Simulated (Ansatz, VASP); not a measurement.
# Two plane-wave programs on KBe7

```xyz
8
Lattice="2.3586 0.0000 0.0000 0.0000 3.2525 0.0000 0.0000 0.0000 11.8980" Properties=species:S:1:pos:R:3 pbc="T T T"
K     0.0000    0.0000    0.0000
Be    1.1793    1.6262    9.2877
Be    0.0000    0.0000    8.2860
Be    1.1793    1.6262    7.0759
Be    0.0000    0.0000    5.9490
Be    1.1793    1.6262    4.8221
Be    0.0000    0.0000    3.6120
Be    1.1793    1.6262    2.6103
```

Alike in both runs: functional PBE; k mesh 16 × 12 × 4; occupations gaussian, width 0.1 eV; no spin polarisation.

Ansatz relaxed the structure, and its values are those at the end. VASP's run is a single point on that final structure, the one shown.

|  | VASP | Ansatz |
| --- | --- | --- |
| version | VASP 6.6.1 | Ansatz 0.2.0 |
| potentials or method | VASP PAW PBE potentials, release 64 (K_sv, Be), cutoff 520 eV | scalar-relativistic, plane waves, PAW |
| valence electrons in the cell | 23 | 23 |

```csv
,VASP,Ansatz,Ansatz less VASP
gap on the k mesh at the Fermi level (eV),none,none,-
pressure (GPa),0.3,0.0,-0.32
```

A gap of «none» marks a metal or a gap that the smearing closes.
